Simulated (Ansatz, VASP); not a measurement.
Given: the input of a run of Ansatz 0.2.0 on SnO2.

The input input.yaml:

```yaml
crystal:
  lattice:
    - [1.584081913, 0.9145701189, 4.7025938089]
    - [-1.584081913, 0.9145701189, 4.7025938089]
    - [0.0, -1.8291402378, 4.7025938089]
  atoms:
    - { symbol: Sn, position: [0.5, 0.5, 0.5] }
    - { symbol: O, position: [0.76283, 0.76283, 0.76283] }
    - { symbol: O, position: [0.23717, 0.23717, 0.23717] }
kpoints:
  mp_grid: { grid: [10, 10, 10] }
scf:
  occupations: { method: fermi_dirac, width: 0.05 }
hamiltonian:
  xc: pbesol
  pseudopotentials: { kind: all_electron, lapw: { basis_error: 0.002 } }
output:
  forces: true
  stress: true
  eigenvalues: true
```

Potentials or basis: all-electron LAPW, scalar-relativistic.

The run is started by

```sh
$ ansatz run input.yaml --threads 2 --pin off --max-ram 6144MiB --backend cpu --events-out ev --progress --plain --runs-dir out
```

Translate it to VASP 6.6.1. Potentials there: VASP PAW PBE potentials, release 64 (Sn_d, O).

As run (the cutoff follows the program's own potentials):

INCAR

```
PREC = Accurate ; ENCUT = 520
EDIFF = 1E-6 ; ISMEAR = -1
SIGMA = 0.05 ; LREAL = False
LASPH = True ; NELM = 80
ALGO = Normal ; ISIF = 2
LWAVE = False ; LCHARG = False
GGA = PS ; NBANDS = 20
```

Contents of KPOINTS:

```
regular mesh
0
Gamma
  10 10 10
```

POSCAR

```
SnO2
1.0
    1.5840819130      0.9145701189      4.7025938089
   -1.5840819130      0.9145701189      4.7025938089
    0.0000000000     -1.8291402378      4.7025938089
Sn O
1 2
Direct
    0.5000000000      0.5000000000      0.5000000000
    0.7628300000      0.7628300000      0.7628300000
    0.2371700000      0.2371700000      0.2371700000
```

Potentials or basis: VASP PAW PBE potentials, release 64 (Sn_d, O).

Launch:

```sh
$ cat potpaw_PBE.64/Sn_d/POTCAR potpaw_PBE.64/O/POTCAR > POTCAR
$ mpirun -np 1 vasp_std > vasp.out
```

Both were run:

|  | VASP | Ansatz | Ansatz less VASP |
| --- | --- | --- | --- |
| gap on the k mesh at the Fermi level (eV) | 2.25 | 2.28 | +0.026 |
| least direct gap on the mesh (eV) | 2.44 | 2.46 | +0.021 |
| pressure (GPa) | 5.0 | 4.3 | -0.69 |
| traceless stress, the component that is largest in VASP (GPa) | -3.00 | -2.53 | +0.466 |
| rms of the force components (eV/Å) | 0.166 | 0.138 | -0.0281 |

VASP's potentials were made for PBE, not for PBEsol. Atom by atom the forces differ by 0.028 eV/Å (rms over components). Ansatz ran all-electron here, and VASP with PAW potentials.
